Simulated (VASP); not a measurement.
Wanted: the native input for a VASP 6.6.1 run.

```
Task                   : single point
Functional             : PBE
Potentials or basis    : VASP PAW PBE potentials, release 64 (Ta_pv, Nb_sv, O)
Cutoff                 : 520 eV
k mesh                 : 6 × 6 × 4
Occupations            : gaussian, width 0.2 eV
Spin                   : no spin polarisation
Dipole correction      : no
Further INCAR settings : ALGO = Normal; EDIFF = 1e-06; NBANDS = 38
```

The structure of Ta2NbO4 lies in POSCAR:

```
Ta2NbO4
1.0
    0.0046516304      3.7247663472      2.9343897157
    0.0041954047     -3.7272454296      2.9372912186
    5.1372954198      0.0003935539      0.0078218619
Ta Nb O
2 1 4
Direct
    0.4972284761      0.1360180114      0.4999159466
    0.1360930833      0.4972945266      0.4999861149
    0.5214325306      0.5215372948      0.0001304240
    0.3852569713      0.7868450768      0.7469271549
    0.7877975976      0.3871306731      0.2530475531
    0.7867494991      0.3850423937      0.7469512504
    0.3871725620      0.7878627437      0.2530415561
```

The input as run:

INCAR

```
SYSTEM = Ta2NbO4
PREC = Accurate ; ENCUT = 520
EDIFF = 1E-6 ; ISMEAR = 0
SIGMA = 0.2 ; LREAL = .False.
LASPH = .True. ; NELM = 100
ALGO = Normal ; ISIF = 2
LWAVE = .False. ; LCHARG = .False.
GGA = PE ; NBANDS = 38
```

KPOINTS

```
regular mesh
0
Gamma
  6 6 4
  0 0 0
```

Potentials or basis: VASP PAW PBE potentials, release 64 (Ta_pv, Nb_sv, O).

Run with:

```bash
$ cat potpaw_PBE.64/Ta_pv/POTCAR potpaw_PBE.64/Nb_sv/POTCAR potpaw_PBE.64/O/POTCAR > POTCAR
$ mpirun -np 1 vasp_std > vasp.out
```

It gave:

The pressure is 0.1 GPa, the largest force is 0.083 eV/Å and the band gap on the k mesh is zero (an odd number of electrons rules out a gap without spin polarisation).

Caveat: spin-orbit coupling is left out, which moves the levels of the heavy elements; an odd number of electrons without spin polarisation forces a metal; a magnetic or distorted state may lie lower.

Wall time 8 min on 1 thread of Intel Xeon 8259CL (shared host), peak memory 0.42 GiB.
